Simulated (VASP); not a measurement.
Input of a VASP 6.6.1 run:

The input POSCAR:

```
PtPbI6
1.0
    4.2989620749      2.4820069112      6.0615958431
   -4.2989620749      2.4820069112      6.0615958431
    0.0000000000     -4.9640138223      6.0615958431
Pt Pb I
1 1 6
Direct
    0.5000000000      0.5000000000      0.5000000000
    0.0000000000      0.0000000000      0.0000000000
    0.6981628290      0.2659349146      0.2659349146
    0.2659349146      0.6981628290      0.2659349146
    0.2659349146      0.2659349146      0.6981628290
    0.3018371710      0.7340650854      0.7340650854
    0.7340650854      0.3018371710      0.7340650854
    0.7340650854      0.7340650854      0.3018371710
```

The input INCAR.step1:

```
SYSTEM = PtPbI6
ALGO     = Normal         ! electronic algorithm
EDIFF    = 1E-4           ! SCF threshold, eV
ENCUT    = 520            ! plane-wave cutoff, eV
GGA      = PE             ! functional
ISMEAR   = -1             ! smearing method
LASPH    = .True.         ! aspherical terms in the spheres
LCHARG   = .False.        ! write CHGCAR
LREAL    = .False.        ! projectors in reciprocal space
LWAVE    = .True.         ! write WAVECAR
NBANDS   = 43             ! bands
NELM     = 80             ! most SCF steps
PREC     = Accurate       ! precision mode
SIGMA    = 0.03           ! smearing width, eV
```

Contents of INCAR.step2:

```
SYSTEM = PtPbI6
ALGO     = Normal         ! electronic algorithm
BPARAM   = 11.95        
CPARAM   = 0.0093       
EDIFF    = 1E-6           ! SCF threshold, eV
ENCUT    = 520            ! plane-wave cutoff, eV
ISIF     = 2              ! what is computed and relaxed
ISMEAR   = -1             ! smearing method
ISTART   = 1            
IVDW_NL  = 2            
LASPH    = .True.         ! aspherical terms in the spheres
LCHARG   = .False.        ! write CHGCAR
LMIXTAU  = .True.       
LREAL    = .False.        ! projectors in reciprocal space
LUSE_VDW = .True.       
LWAVE    = .False.        ! write WAVECAR
METAGGA  = R2SCAN         ! meta-GGA
NBANDS   = 43             ! bands
NELM     = 80             ! most SCF steps
PREC     = Accurate       ! precision mode
SIGMA    = 0.03           ! smearing width, eV
```

KPOINTS

```
k-points
0
Gamma
  4 4 4
  0 0 0
```

Potentials or basis: VASP PAW PBE potentials, release 64 (Pt, Pb_d, I).

Command:

```console
$ cat potpaw_PBE.64/Pt/POTCAR potpaw_PBE.64/Pb_d/POTCAR potpaw_PBE.64/I/POTCAR > POTCAR
$ cp INCAR.step1 INCAR
$ mpirun -np 1 vasp_std > vasp.out
$ cp INCAR.step2 INCAR
$ mpirun -np 1 vasp_std > vasp.out
```

**Question.** Predict the pressure.

**Answer.** 0.1 GPa.

**Question.** Predict the largest force.

**Answer.** 0.014 eV/Å.

**Question.** What does it give for the band gap on the k mesh?

**Answer.** Zero (bands 33 and 34 overlap by 0.15 eV).

Forces on the atoms (eV/Å):
```
Pt   0.000  0.000  0.000
Pb   0.000  0.000  0.000
I    0.010  0.006 -0.007
I   -0.010  0.006 -0.007
I    0.000 -0.012 -0.007
I   -0.010 -0.006  0.007
I    0.010 -0.006  0.007
I    0.000  0.012  0.007
```

Caveat: the PAW data sets were made with another functional, which shifts forces and pressure a little; spin-orbit coupling is left out, which moves the levels of the heavy elements.
